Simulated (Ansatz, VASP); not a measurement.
## One calculation of KI, two programs

Contents of POSCAR:

```
KI
1.0
    0.0000000000      3.5327800000      3.5327800000
    3.5327800000      0.0000000000      3.5327800000
    3.5327800000      3.5327800000      0.0000000000
K I
1 1
Direct
    0.9927000000      0.0452400000      0.9804300000
    0.4479193680      0.5431606320      0.5484006320
```

INCAR.step1

```
SYSTEM = KI
PREC = Accurate ; ENCUT = 550
ISMEAR = -1 ; SIGMA = 0.05
LREAL = .FALSE. ; LASPH = .TRUE.
NELM = 120 ; NBANDS = 15
GGA = PE ; ALGO = Normal
EDIFF = 1E-5 ; LWAVE = .TRUE.
LCHARG = .FALSE. ; GGA_COMPAT = .FALSE.
```

INCAR.step2

```
SYSTEM = KI
PREC = Accurate ; ENCUT = 550
EDIFF = 1E-6 ; ISMEAR = -1
SIGMA = 0.05 ; LREAL = .FALSE.
LASPH = .TRUE. ; NELM = 120
ALGO = Normal ; ISIF = 2
LWAVE = .FALSE. ; LCHARG = .FALSE.
METAGGA = R2SCAN ; LMIXTAU = .TRUE.
NBANDS = 15 ; ISTART = 1
GGA_COMPAT = .FALSE.
```

Contents of KPOINTS:

```
regular mesh
0
G
  3 3 3
  0 0 0
```

Input for Ansatz:

```yaml
crystal:
  lattice:
    - [0.0, 3.53278, 3.53278]
    - [3.53278, 0.0, 3.53278]
    - [3.53278, 3.53278, 0.0]
  atoms:
    - { symbol: K, position: [0.9927, 0.04524, 0.98043] }
    - { symbol: I, position: [0.44791936803310706, 0.5431606319668929, 0.5484006319668929] }
basis:
  ecutwfc: 650.0
  xc_grid: 2
kpoints:
  mp_grid:
    grid: [3, 3, 3]
hamiltonian:
  xc: r2scan
scf:
  convergence:
    dr2_threshold: 1.0e-09
  occupations:
    method: fermi_dirac
    width: 0.05
output:
  forces: true
  stress: true
```

Alike in both runs: task single point; functional r2SCAN; k mesh 3 × 3 × 3; occupations fermi-dirac, width 0.05 eV; no spin polarisation.

|  | VASP | Ansatz |
| --- | --- | --- |
| version | VASP 6.6.1 | Ansatz 0.2.0 |
| potentials or method | VASP PAW PBE potentials, release 64 (K_sv, I), cutoff 550 eV | plane waves, PAW |
| valence electrons in the cell | 16 | 26 |

VASP gave:

```
pressure (GPa)                                                : 0.6
traceless stress, the component that is largest in VASP (GPa) : 0.41
rms of the force components (eV/Å)                            : 0.213
```

Problem. Estimate Ansatz's values.

Solution. Pressure (GPa): 0.6; traceless stress, the component that is largest in VASP (GPa): 0.40; rms of the force components (eV/Å): 0.210.

VASP's potentials were made for PBE, not for r2SCAN. Atom by atom the forces differ by 0.002 eV/Å (rms over components). The functional is the same, so the differences come from potentials, cutoffs and numerics. VASP's potentials hold 16 valence electrons a cell and Ansatz's 26, so a difference there can come from the potentials and not from the codes. Ansatz's warnings: stress scf threshold loose.

The k mesh is coarse, so the values compare programs but aren't converged. Spin-orbit coupling is off throughout.
